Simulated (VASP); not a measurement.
# Te2Mo in VASP: notebook, part 2 of 2

VASP 6.6.1.

## (3) Single point, PBEsol

INCAR

```
SYSTEM = Te2Mo
PREC = Accurate ; ENCUT = 520
EDIFF = 1E-7 ; ISMEAR = -1
SIGMA = 0.05 ; LREAL = .False.
LASPH = .True. ; NELM = 60
ALGO = Normal ; ISIF = 2
LWAVE = .False. ; LCHARG = .True.
GGA = PS ; LELF = .True.
LVHAR = .True. ; NBANDS = 20
```

KPOINTS

```
Automatic mesh
0
Gamma
  9 9 2
  0 0 0
```

POSCAR

```
Te2Mo
1.0
    3.6300590280      0.0000000000      0.0000000000
   -1.8150295140      3.1437233354      0.0000000000
    0.0000000000      0.0000000000     17.8677540541
Te Mo
2 1
Direct
    0.3333333333      0.6666666667      0.1021445500
    0.3333333333      0.6666666667      0.8978554500
    0.0000000000      0.0000000000      0.0000000000
```

Potentials or basis: VASP PAW PBE potentials, release 64 (Te, Mo_sv).

Launch:

```console
cat potpaw_PBE.64/Te/POTCAR potpaw_PBE.64/Mo_sv/POTCAR > POTCAR
mpirun -np 1 vasp_std > vasp.out
```

OUTCAR:

```text
SYSTEM = Te2Mo
   PREC = Accurate
   ENCUT = 520
   EDIFF = 1E-7
   ISMEAR = -1
   LREAL = .False.
   LASPH = .True.
   NELM = 60
   ISIF = 2
   GGA = PS

 ion  position               nearest neighbor table
   1  0.333  0.667  0.102-   3 2.78   3 2.78   3 2.78   2 3.65
   2  0.333  0.667  0.898-   3 2.78   3 2.78   3 2.78   1 3.65
   3  0.000  0.000  0.000-   1 2.78   2 2.78   1 2.78   2 2.78   1 2.78   2 2.78

  LATTYP: Found a hexagonal cell.
 ALAT       =     3.6300590280
 C/A-ratio  =     4.9221662558

  Lattice vectors:

 A1 = (   3.6300590280,   0.0000000000,   0.0000000000)
 A2 = (  -1.8150295140,   3.1437233354,   0.0000000000)
 A3 = (   0.0000000000,   0.0000000000,  17.8677540541)

Analysis of symmetry for initial positions (statically):
=====================================================================
 Subroutine PRICEL returns:
 Original cell was already a primitive cell.

 Routine SETGRP: Setting up the symmetry group for a
 hexagonal supercell.

 Subroutine GETGRP returns: Found 12 space group operations
 (whereof 12 operations were pure point group operations)
 out of a pool of 24 trial point group operations.

The static configuration has the point symmetry D_3h.

Analysis of symmetry for dynamics (positions and initial velocities):
=====================================================================
 Subroutine PRICEL returns:
 Original cell was already a primitive cell.

 Routine SETGRP: Setting up the symmetry group for a
 hexagonal supercell.

 Subroutine GETGRP returns: Found 12 space group operations
 (whereof 12 operations were pure point group operations)
 out of a pool of 24 trial point group operations.

The dynamic configuration has the point symmetry D_3h.

 Subroutine INISYM returns: Found 12 space group operations
 (whereof 12 operations are pure point group operations),
 and found     1 'primitive' translations

----------------------------------------------------------------------------------------

                                     Primitive cell

  volume of cell :     203.9050

  direct lattice vectors                    reciprocal lattice vectors
     3.630059028  0.000000000  0.000000000     0.275477614  0.159047075  0.000000000
    -1.815029514  3.143723335  0.000000000     0.000000000  0.318094149  0.000000000
     0.000000000  0.000000000 17.867754054     0.000000000  0.000000000  0.055966743

  length of vectors
     3.630059028  3.630059028 17.867754054     0.318094149  0.318094149  0.055966743

  position of ions in fractional coordinates (direct lattice)
     0.333333333  0.666666667  0.102144550
     0.333333333  0.666666667  0.897855450
     0.000000000  0.000000000  0.000000000

  ion indices of the primitive-cell ions
   primitive index   ion index
                 1           1
                 2           2
                 3           3

----------------------------------------------------------------------------------------

 KPOINTS: Automatic mesh

Automatic generation of k-mesh.
 Grid dimensions read from file:
 generate k-points for:    9    9    2

 Generating k-lattice:

  Cartesian coordinates                     Fractional coordinates (reciprocal lattice)
     0.030608624  0.017671897  0.000000000     0.111111111  0.000000000  0.000000000
     0.000000000  0.035343794  0.000000000     0.000000000  0.111111111  0.000000000
     0.000000000  0.000000000  0.027983372     0.000000000  0.000000000  0.500000000

  Length of vectors
     0.035343794  0.035343794  0.027983372

  Shift w.r.t. Gamma in fractional coordinates (k-lattice)
     0.000000000  0.000000000  0.000000000

 Subroutine IBZKPT returns following result:
 ===========================================

 Found     24 irreducible k-points:

 Following reciprocal coordinates:
            Coordinates               Weight
  0.000000  0.000000  0.000000      1.000000
  0.111111 -0.000000  0.000000      6.000000
  0.222222 -0.000000  0.000000      6.000000
  0.333333 -0.000000  0.000000      6.000000
  0.444444 -0.000000  0.000000      6.000000
  0.111111  0.111111  0.000000      6.000000
[... 16 lines left out ...]
  0.333333  0.222222  0.500000     12.000000
  0.333333  0.333333  0.500000      2.000000
   k-points           NKPTS =     24   k-points in BZ     NKDIM =     24   number of bands    NBANDS=     20
   number of dos      NEDOS =    301   number of ions     NIONS =      3
   total plane-waves  NPLWV = 109760
   dimension x,y,z NGX =    28 NGY =   28 NGZ =  140
   dimension x,y,z NGXF=    56 NGYF=   56 NGZF=  280
   ions per type =               2   1
   NGX,Y,Z   is equivalent  to a cutoff of  12.82, 12.82, 13.03 a.u.
   NGXF,Y,Z  is equivalent  to a cutoff of  25.65, 25.65, 26.05 a.u.
 SYSTEM =  Te2Mo
   PREC   = accura    normal or accurate (medium, high low for compatibility)
   ISTART =      0    job   : 0-new  1-cont  2-samecut
   ICHARG =      2    charge: 1-file 2-atom 10-const
   ISPIN  =      1    spin polarized calculation?
   LNONCOLLINEAR =      F non collinear calculations
   LSORBIT =      F    spin-orbit coupling
   LASPH  =      T    aspherical Exc in radial PAW
   ENCUT  =  520.0 eV  38.22 Ry    6.18 a.u.   6.75  6.75 33.22*2*pi/ulx,y,z
   NELM   =     60;   NELMIN=  2; NELMDL= -5     # of ELM steps
   EDIFF  = 0.1E-06   stopping-criterion for ELM
   LREAL  =      F    real-space projection
   EDIFFG = 0.1E-05   stopping-criterion for IOM
   NSW    =      0    number of steps for IOM
   IBRION =     -1    ionic relax: 0-MD 1-quasi-New 2-CG
   NFREE  =      0    steps in history (QN), initial steepest desc. (CG)
   ISIF   =      2    stress and relaxation
   ISYM   =      2    0-nonsym 1-usesym 2-fastsym
   POTIM  = 0.5000    time-step for ionic-motion
   TEBEG  =    0.0;   TEEND  =   0.0 temperature during run
   PSTRESS=    0.0 pullay stress
   NELECT =      26.0000    total number of electrons
   NUPDOWN=      -1.0000    fix difference up-down
   EMIN   =  10.00;   EMAX   =-10.00  energy-range for DOS
   EFERMI =   0.00;   METHOD = LEGACY
   ISMEAR =    -1;   SIGMA  =   0.05  broadening in eV -4-tet -1-fermi 0-gaus
   EFERMI_NEDOS =   21; number of points for ismear=-14 and -15
   IALGO  =     38    algorithm
   IMIX   =      4    mixing-type and parameters
     AMIX     =   0.40;   BMIX     =  1.00
     AMIX_MAG =   1.60;   BMIX_MAG =  1.00
  volume/ion in A,a.u.               =      67.97       458.67
  Fermi-wavevector in a.u.,A,eV,Ry     =   0.823993  1.557120  9.237862  0.678964
  Thomas-Fermi vector in A             =   1.935600
   LORBIT       =      0    0 simple, 1 ext, 2 COOP (PROOUT), +10 PAW based schemes
   GGA     = PS    functional components
   LHFCALC =     F    Hartree Fock is set to
   AEXX    =    0.0000 exact exchange contribution
   IVDW    =     0    specifies the selected vdW correction
   LEPSILON=     F    determine dielectric tensor
   LRPA    =     F    only Hartree local field effects (RPA)
 non-spin polarized calculation
  energy-cutoff  :      520.00
  volume of cell :      203.91
 maximum number of plane-waves:      5539
 NGX is ok and might be reduce to    28
   NGX = 13   NGY = 13   NGZ = 67

 number of electron      26.0000001 magnetization

 Free energy of the ion-electron system (eV)
  ---------------------------------------------------
  ext. energy  EPLUGINS =         0.00000000
  ---------------------------------------------------
  free energy    TOTEN  =       -19.44323097 eV

  energy without entropy =      -19.44322683  energy(sigma->0) =      -19.44322890

 E-fermi :   0.2326     XC(G=0):  -4.6041

 val. band max:       -0.2499294945   @ k =   0.3333   0.3333   0.5000
 cond. band min:       0.7103502430   @ k =   0.3333   0.3333   0.0000
 fundamental gap:      0.9602797376
 Fermi energy:         0.2325696478

 k-point     1 :       0.0000    0.0000    0.0000
  band No.  band energies     occupation
      1     -60.9350      2.00000
      2     -35.0650      2.00000
      3     -34.9969      2.00000
      4     -34.9969      2.00000
      5     -12.5181      2.00000
      6     -11.6432      2.00000
[... 12 lines left out ...]
     19       4.5345      0.00000
     20       5.1354      0.00000
[... 507 lines left out ...]
 k-point    24 :       0.3333    0.3333    0.5000
  band No.  band energies     occupation
      1     -60.9282      2.00000
      2     -35.0648      2.00000
      3     -35.0533      2.00000
      4     -35.0436      2.00000
      5     -10.5428      2.00000
      6     -10.2914      2.00000
[... 12 lines left out ...]
     19       4.7616      0.00000
     20       7.0132      0.00000

------------------------ aborting loop because EDIFF is reached ----------------------------------------

  FORCE on cell =-STRESS in cart. coord.  units (eV):
  Direction    XX          YY          ZZ          XY          YZ          ZX
  --------------------------------------------------------------------------------------
  -------------------------------------------------------------------------------------
  Total       -3.7937830     -3.7937830     -3.2723270      0.0000000      0.0000000      0.0000000
  in kB      -29.8095281    -29.8095281    -25.7122042      0.0000000      0.0000000      0.0000000
  external PRESSURE =     -28.4437535 kB  Pullay stress =       0.0000000 kB

 VOLUME and BASIS-vectors are now :
 -----------------------------------------------------------------------------
  energy-cutoff  :      520.00
  volume of cell :      203.91
      direct lattice vectors                 reciprocal lattice vectors
     3.630059028  0.000000000  0.000000000     0.275477614  0.159047075  0.000000000
    -1.815029514  3.143723335  0.000000000     0.000000000  0.318094149  0.000000000
     0.000000000  0.000000000 17.867754054     0.000000000  0.000000000  0.055966743

 POSITION                                       TOTAL-FORCE (eV/Angst)
 -----------------------------------------------------------------------------------
     -0.00000      2.09582      1.82509         0.000000     -0.000000     -0.893536
     -0.00000      2.09582     16.04266         0.000000     -0.000000      0.893536
      0.00000      0.00000      0.00000        -0.000000      0.000000      0.000000
 -----------------------------------------------------------------------------------
    total drift:                                0.000000     -0.000000     -0.000000

  FREE ENERGIE OF THE ION-ELECTRON SYSTEM (eV)
  ---------------------------------------------------
  free  energy   TOTEN  =       -19.4432309669 eV

  energy  without entropy=      -19.4432268267  energy(sigma->0) =      -19.44322890
```

OSZICAR:

```text
N       E                     dE             d eps       ncg     rms          rms(c)
DAV:   1     0.131508765987E+03    0.13151E+03   -0.11328E+04  1256   0.103E+03
DAV:   2    -0.115160128829E+02   -0.14302E+03   -0.13905E+03  1344   0.220E+02
DAV:   3    -0.201103798459E+02   -0.85944E+01   -0.85079E+01  1288   0.448E+01
DAV:   4    -0.203110632394E+02   -0.20068E+00   -0.20047E+00  1368   0.686E+00
[... 14 lines left out ...]
DAV:  19    -0.194432225355E+02   -0.17713E-04   -0.83253E-07   944   0.248E-03    0.116E-03
DAV:  20    -0.194432298665E+02   -0.73310E-05   -0.33321E-07  1012   0.131E-03    0.112E-03
DAV:  21    -0.194432308058E+02   -0.93925E-06   -0.37380E-08   876   0.788E-04    0.288E-04
DAV:  22    -0.194432309287E+02   -0.12287E-06   -0.30733E-09   716   0.204E-04    0.138E-04
DAV:  23    -0.194432309669E+02   -0.38278E-07   -0.11181E-09   664   0.961E-05
   1 F= -.19443231E+02 E0= -.19443229E+02  d E =-.414025E-05
```

Run time: 4 min. Hardware: 1 thread of AMD EPYC 7R13, shared host; peak memory 0.33 GiB.

What came out:

| Quantity | Value |
| --- | --- |
| Free energy | -19.4432 eV |
| Largest force | 0.894 eV/Å |
| Band gap on the k mesh | 0.96 eV |

Forces on the atoms (eV/Å):
```
Te   0.000  0.000 -0.894
Te   0.000  0.000  0.894
Mo   0.000  0.000  0.000
```

Caveat: there is no dipole correction, which matters where the two faces differ; the PAW data sets were made with another functional, which shifts forces and pressure a little; spin-orbit coupling is left out, which moves the levels of the heavy elements.
